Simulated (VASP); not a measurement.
# Na2S (Fm-3m) in VASP: a series of runs

The runs below take Na2S through single point, relaxation of cell and atoms, with LDA, r2SCAN, PBE.

Program: VASP 6.6.1. These are calculated values, not measurements. Logs are shortened: lines on timing, memory, paths and dates and some standing lists are left out, and cuts for length are marked.

## (1) The cell of the first run

The structure is cubic, space group Fm-3m (No. 225). Conventional cell: a = 6.511 Å, b = 6.511 Å, c = 6.511 Å, α = 90.00°, β = 90.00°, γ = 90.00°. Na (site symmetry -43m) has 4 S at 2.82 Å and 6 Na at 3.26 Å within 3.7 Å. S (site symmetry m-3m) has 8 Na at 2.82 Å within 3.7 Å.

## (2) Single point, LDA

INCAR

```
PREC     = Accurate       # precision mode
ENCUT    = 500            # plane-wave cutoff, eV
EDIFF    = 1E-6           # SCF threshold, eV
ISMEAR   = 0              # smearing method
SIGMA    = 0.01           # smearing width, eV
LREAL    = F              # projectors in reciprocal space
LASPH    = T              # aspherical terms in the spheres
NELM     = 120            # most SCF steps
ALGO     = Normal         # electronic algorithm
ISIF     = 2              # what is computed and relaxed
LWAVE    = F              # write WAVECAR
LCHARG   = F              # write CHGCAR
NBANDS   = 17             # bands
GGA_COMPAT= F
```

KPOINTS

```
Automatic mesh
0
Gamma
  8 8 8
```

POSCAR

```
Na2S
1.0
    0.0000000000      3.2554286216      3.2554286216
    3.2554286216      0.0000000000      3.2554286216
    3.2554286216      3.2554286216      0.0000000000
Na S
2 1
Direct
    0.2500000000      0.2500000000      0.2500000000
    0.7500000000      0.7500000000      0.7500000000
    0.0000000000      0.0000000000      0.0000000000
```

Potentials or basis: VASP PAW LDA potentials, release 64 (Na_pv, S).

Run with:

```bash
cat potpaw_LDA.64/Na_pv/POTCAR potpaw_LDA.64/S/POTCAR > POTCAR
mpirun -np 1 vasp_std > vasp.out
```

OUTCAR:

```text
PREC = Accurate
   ENCUT = 500
   EDIFF = 1E-6
   ISMEAR = 0
   LREAL = F
   LASPH = T
   NELM = 120
   ISIF = 2

 ion  position               nearest neighbor table
   1  0.250  0.250  0.250-
   2  0.750  0.750  0.750-
   3  0.000  0.000  0.000-

  LATTYP: Found a face centered cubic cell.
 ALAT       =     6.5108572432

  Lattice vectors:

 A1 = (   0.0000000000,   3.2554286216,   3.2554286216)
 A2 = (   3.2554286216,   0.0000000000,   3.2554286216)
 A3 = (   3.2554286216,   3.2554286216,   0.0000000000)

Analysis of symmetry for initial positions (statically):
=====================================================================
 Subroutine PRICEL returns:
 Original cell was already a primitive cell.

 Routine SETGRP: Setting up the symmetry group for a
 face centered cubic supercell.

 Subroutine GETGRP returns: Found 48 space group operations
 (whereof 48 operations were pure point group operations)
 out of a pool of 48 trial point group operations.

The static configuration has the point symmetry O_h .

Analysis of symmetry for dynamics (positions and initial velocities):
=====================================================================
 Subroutine PRICEL returns:
 Original cell was already a primitive cell.

 Routine SETGRP: Setting up the symmetry group for a
 face centered cubic supercell.

 Subroutine GETGRP returns: Found 48 space group operations
 (whereof 48 operations were pure point group operations)
 out of a pool of 48 trial point group operations.

The dynamic configuration has the point symmetry O_h .

 Subroutine INISYM returns: Found 48 space group operations
 (whereof 48 operations are pure point group operations),
 and found     1 'primitive' translations

----------------------------------------------------------------------------------------

                                     Primitive cell

  volume of cell :      69.0009

  direct lattice vectors                    reciprocal lattice vectors
     0.000000000  3.255428622  3.255428622    -0.153589606  0.153589606  0.153589606
     3.255428622  0.000000000  3.255428622     0.153589606 -0.153589606  0.153589606
     3.255428622  3.255428622  0.000000000     0.153589606  0.153589606 -0.153589606

  length of vectors
     4.603871308  4.603871308  4.603871308     0.266025001  0.266025001  0.266025001

  position of ions in fractional coordinates (direct lattice)
     0.250000000  0.250000000  0.250000000
     0.750000000  0.750000000  0.750000000
     0.000000000  0.000000000  0.000000000

  ion indices of the primitive-cell ions
   primitive index   ion index
                 1           1
                 2           2
                 3           3

----------------------------------------------------------------------------------------

 KPOINTS: Automatic mesh

Automatic generation of k-mesh.
 Grid dimensions read from file:
 generate k-points for:    8    8    8

 Generating k-lattice:

  Cartesian coordinates                     Fractional coordinates (reciprocal lattice)
    -0.019198701  0.019198701  0.019198701     0.125000000  0.000000000  0.000000000
     0.019198701 -0.019198701  0.019198701     0.000000000  0.125000000  0.000000000
     0.019198701  0.019198701 -0.019198701     0.000000000  0.000000000  0.125000000

  Length of vectors
     0.033253125  0.033253125  0.033253125

  Shift w.r.t. Gamma in fractional coordinates (k-lattice)
     0.000000000  0.000000000  0.000000000

 Subroutine IBZKPT returns following result:
 ===========================================

 Found     29 irreducible k-points:

 Following reciprocal coordinates:
            Coordinates               Weight
  0.000000  0.000000  0.000000      1.000000
  0.125000  0.000000  0.000000      8.000000
  0.250000  0.000000  0.000000      8.000000
  0.375000  0.000000  0.000000      8.000000
  0.500000  0.000000  0.000000      4.000000
  0.125000  0.125000  0.000000      6.000000
[... 16 lines left out ...]
  0.500000  0.250000  0.125000     48.000000
 -0.375000  0.250000  0.125000     24.000000
 [... further k-points ...]
   k-points           NKPTS =     29   k-points in BZ     NKDIM =     29   number of bands    NBANDS=     17
   number of dos      NEDOS =    301   number of ions     NIONS =      3
   total plane-waves  NPLWV =  46656
   dimension x,y,z NGX =    36 NGY =   36 NGZ =   36
   dimension x,y,z NGXF=    72 NGYF=   72 NGZF=   72
   ions per type =               2   1
   NGX,Y,Z   is equivalent  to a cutoff of  13.00, 13.00, 13.00 a.u.
   NGXF,Y,Z  is equivalent  to a cutoff of  26.00, 26.00, 26.00 a.u.
 SYSTEM =  unknown system
   PREC   = accura    normal or accurate (medium, high low for compatibility)
   ISTART =      0    job   : 0-new  1-cont  2-samecut
   ICHARG =      2    charge: 1-file 2-atom 10-const
   ISPIN  =      1    spin polarized calculation?
   LNONCOLLINEAR =      F non collinear calculations
   LSORBIT =      F    spin-orbit coupling
   LASPH  =      T    aspherical Exc in radial PAW
   ENCUT  =  500.0 eV  36.75 Ry    6.06 a.u.   8.39  8.39  8.39*2*pi/ulx,y,z
   NELM   =    120;   NELMIN=  2; NELMDL= -5     # of ELM steps
   EDIFF  = 0.1E-05   stopping-criterion for ELM
   LREAL  =      F    real-space projection
   EDIFFG = 0.1E-04   stopping-criterion for IOM
   NSW    =      0    number of steps for IOM
   IBRION =     -1    ionic relax: 0-MD 1-quasi-New 2-CG
   NFREE  =      0    steps in history (QN), initial steepest desc. (CG)
   ISIF   =      2    stress and relaxation
   ISYM   =      2    0-nonsym 1-usesym 2-fastsym
   POTIM  = 0.5000    time-step for ionic-motion
   TEBEG  =    0.0;   TEEND  =   0.0 temperature during run
   PSTRESS=    0.0 pullay stress
   NELECT =      20.0000    total number of electrons
   NUPDOWN=      -1.0000    fix difference up-down
   EMIN   =  10.00;   EMAX   =-10.00  energy-range for DOS
   EFERMI =   0.00;   METHOD = LEGACY
   ISMEAR =     0;   SIGMA  =   0.01  broadening in eV -4-tet -1-fermi 0-gaus
   EFERMI_NEDOS =   21; number of points for ismear=-14 and -15
   IALGO  =     38    algorithm
   IMIX   =      4    mixing-type and parameters
     AMIX     =   0.40;   BMIX     =  1.00
     AMIX_MAG =   1.60;   BMIX_MAG =  1.00
  volume/ion in A,a.u.               =      23.00       155.21
  Fermi-wavevector in a.u.,A,eV,Ry     =   1.083428  2.047382 15.970734  1.173816
  Thomas-Fermi vector in A             =   2.219494
   LORBIT       =      0    0 simple, 1 ext, 2 COOP (PROOUT), +10 PAW based schemes
   GGA     = CA    functional components
   LHFCALC =     F    Hartree Fock is set to
   AEXX    =    0.0000 exact exchange contribution
   IVDW    =     0    specifies the selected vdW correction
   LEPSILON=     F    determine dielectric tensor
   LRPA    =     F    only Hartree local field effects (RPA)
 non-spin polarized calculation
 Gauss-broadening in eV      SIGMA  =   0.01
  energy-cutoff  :      500.00
  volume of cell :       69.00
 maximum number of plane-waves:      1807
 NGX is ok and might be reduce to    36
   NGX = 17   NGY = 17   NGZ = 17

 number of electron      19.9999989 magnetization

 Free energy of the ion-electron system (eV)
  ---------------------------------------------------
  ext. energy  EPLUGINS =         0.00000000
  ---------------------------------------------------
  free energy    TOTEN  =       -10.89113849 eV

  energy without entropy =      -10.89113849  energy(sigma->0) =      -10.89113849

 E-fermi :   0.0626     XC(G=0):  -8.3256

 val. band max:        0.0178043160   @ k =   0.0000   0.0000   0.0000
 cond. band min:       2.3112493570   @ k =   0.0000   0.0000   0.0000
 fundamental gap:      2.2934450410
 Fermi energy:         0.0625790933

 k-point     1 :       0.0000    0.0000    0.0000
  band No.  band energies     occupation
      1     -22.1584      2.00000
      2     -22.1584      2.00000
      3     -22.1584      2.00000
      4     -22.0998      2.00000
      5     -22.0998      2.00000
      6     -22.0998      2.00000
[... 9 lines left out ...]
     16       9.2706      0.00000
     17      11.0600      0.00000

 k-point     2 :       0.1250    0.0000    0.0000
  band No.  band energies     occupation
      1     -22.1569      2.00000
      2     -22.1563      2.00000
      3     -22.1563      2.00000
      4     -22.1032      2.00000
      5     -22.1021      2.00000
      6     -22.1021      2.00000
[... 9 lines left out ...]
     16       8.8706      0.00000
     17      10.6332      0.00000

 k-point     3 :       0.2500    0.0000    0.0000
  band No.  band energies     occupation
      1     -22.1528      2.00000
      2     -22.1503      2.00000
      3     -22.1503      2.00000
      4     -22.1122      2.00000
      5     -22.1088      2.00000
      6     -22.1088      2.00000
[... 9 lines left out ...]
     16       9.0252      0.00000
     17      10.1832      0.00000

 k-point     4 :       0.3750    0.0000    0.0000
  band No.  band energies     occupation
      1     -22.1459      2.00000
      2     -22.1411      2.00000
      3     -22.1411      2.00000
      4     -22.1239      2.00000
      5     -22.1186      2.00000
      6     -22.1186      2.00000
[... 9 lines left out ...]
     16      10.0511      0.00000
     17      10.4180      0.00000
[... 343 lines left out ...]
      1     -22.1667      2.00000
      2     -22.1534      2.00000
      3     -22.1419      2.00000
      4     -22.1230      2.00000
      5     -22.1079      2.00000
      6     -22.0947      2.00000
[... 9 lines left out ...]
     16      10.4834      0.00000
     17      11.5699      0.00000

 k-point    23 :       0.5000    0.2500    0.1250
  band No.  band energies     occupation
      1     -22.1689      2.00000
      2     -22.1554      2.00000
      3     -22.1436      2.00000
      4     -22.1191      2.00000
      5     -22.1106      2.00000
      6     -22.0950      2.00000
[... 9 lines left out ...]
     16      10.9660      0.00000
     17      11.8985      0.00000

 k-point    24 :      -0.3750    0.2500    0.1250
  band No.  band energies     occupation
      1     -22.1673      2.00000
      2     -22.1625      2.00000
      3     -22.1318      2.00000
      4     -22.1315      2.00000
      5     -22.1012      2.00000
      6     -22.1002      2.00000
[... 9 lines left out ...]
     16      10.5175      0.00000
     17      11.8974      0.00000

 [... further k-points ...]

------------------------ aborting loop because EDIFF is reached ----------------------------------------

  FORCE on cell =-STRESS in cart. coord.  units (eV):
  Direction    XX          YY          ZZ          XY          YZ          ZX
  --------------------------------------------------------------------------------------
  -------------------------------------------------------------------------------------
  Total       -0.7822849     -0.7822849     -0.7822849      0.0000000     -0.0000000      0.0000000
  in kB      -18.1643984    -18.1643984    -18.1643984      0.0000000     -0.0000000      0.0000000
  external PRESSURE =     -18.1643984 kB  Pullay stress =       0.0000000 kB

 VOLUME and BASIS-vectors are now :
 -----------------------------------------------------------------------------
  energy-cutoff  :      500.00
  volume of cell :       69.00
      direct lattice vectors                 reciprocal lattice vectors
     0.000000000  3.255428622  3.255428622    -0.153589606  0.153589606  0.153589606
     3.255428622  0.000000000  3.255428622     0.153589606 -0.153589606  0.153589606
     3.255428622  3.255428622  0.000000000     0.153589606  0.153589606 -0.153589606

 POSITION                                       TOTAL-FORCE (eV/Angst)
 -----------------------------------------------------------------------------------
      1.62771      1.62771      1.62771         0.000000     -0.000000      0.000000
      4.88314      4.88314      4.88314        -0.000000      0.000000     -0.000000
      0.00000      0.00000      0.00000         0.000000      0.000000      0.000000
 -----------------------------------------------------------------------------------
    total drift:                                0.000000      0.000000      0.000000

  FREE ENERGIE OF THE ION-ELECTRON SYSTEM (eV)
  ---------------------------------------------------
  free  energy   TOTEN  =       -10.8911384895 eV

  energy  without entropy=      -10.8911384895  energy(sigma->0) =      -10.89113849
```

It took 20 s on 1 thread of Intel Xeon Platinum 8488C (Sapphire Rapids), shared host; peak memory 0.17 GiB.

Results:

| Quantity | Value |
| --- | --- |
| Free energy | -10.8911 eV |
| Pressure | -1.8 GPa |
| Band gap on the k mesh | 2.29 eV |

Expect the measured gap to be larger: semilocal functionals such as LDA lack the derivative discontinuity.

[end of part 1 of 2]
